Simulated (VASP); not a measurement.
A run of VASP 6.6.1 is set up as follows.

Contents of INCAR:

```
PREC = Accurate
ENCUT = 600
EDIFF = 1E-7
ISMEAR = 0
SIGMA = 0.1
LREAL = False
LASPH = True
NELM = 100
ALGO = Normal
ISIF = 3
LWAVE = False
LCHARG = False
GGA = PE
IBRION = 2
NSW = 100
EDIFFG = -0.01
```

File KPOINTS:

```
Automatic mesh
0
Gamma
  10 10 14
```

Contents of POSCAR:

```
Y2S
1.0
    4.5935044447      0.0000000000      0.0000000000
    0.0000000000      4.5935044447      0.0000000000
    0.0000000000      0.0000000000      3.5003359812
Y S
2 1
Direct
    0.0000000000      0.5000000000      0.0000000000
    0.5000000000      0.0000000000      0.0000000000
    0.5000000000      0.5000000000      0.5000000000
```

Potentials or basis: VASP PAW PBE potentials, release 64 (Y_sv, S).

Run with:

```console
$ cat potpaw_PBE.64/Y_sv/POTCAR potpaw_PBE.64/S/POTCAR > POTCAR
$ mpirun -np 1 vasp_std > vasp.out
```

(1) Predict the relaxed cell.

(2) Predict the space group after relaxing (to 0.05 Å).

Results:

(1) a = 4.592 Å, b = 4.592 Å, c = 3.498 Å, α = 90.00°, β = 90.00°, γ = 90.00°.

(2) P4/mmm (No. 123).
